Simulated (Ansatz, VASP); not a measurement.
**Two plane-wave programs on Cu**

```
CELL_PARAMETERS angstrom
0.00000 1.81428 1.81428
1.81428 0.00000 1.81428
1.81428 1.81428 0.00000
ATOMIC_POSITIONS crystal
Cu 0.00000 0.00000 0.00000
```

Alike in both runs: functional PBE; k mesh 38 × 38 × 38; occupations gaussian, width 0.1 eV; no spin polarisation.

Ansatz relaxed the structure, and its values are those at the end. VASP's run is a single point on that final structure, the one shown.

|  | VASP | Ansatz |
| --- | --- | --- |
| version | VASP 6.6.1 | Ansatz 0.2.0 |
| potentials or method | VASP PAW PBE potentials, release 64 (Cu) | scalar-relativistic, plane waves, PAW |
| plane-wave cutoff (eV) | 520 | 420 |
| valence electrons in the cell | 11 | 19 |

|  | VASP | Ansatz | Ansatz less VASP |
| --- | --- | --- | --- |
| gap on the k mesh at the Fermi level (eV) | none | none | - |
| pressure (GPa) | 0.7 | 0.0 | -0.72 |

A gap of «none» marks a metal or a gap that the smearing closes. VASP's potentials hold 11 valence electrons a cell and Ansatz's 19, so a difference there can come from the potentials and not from the codes.
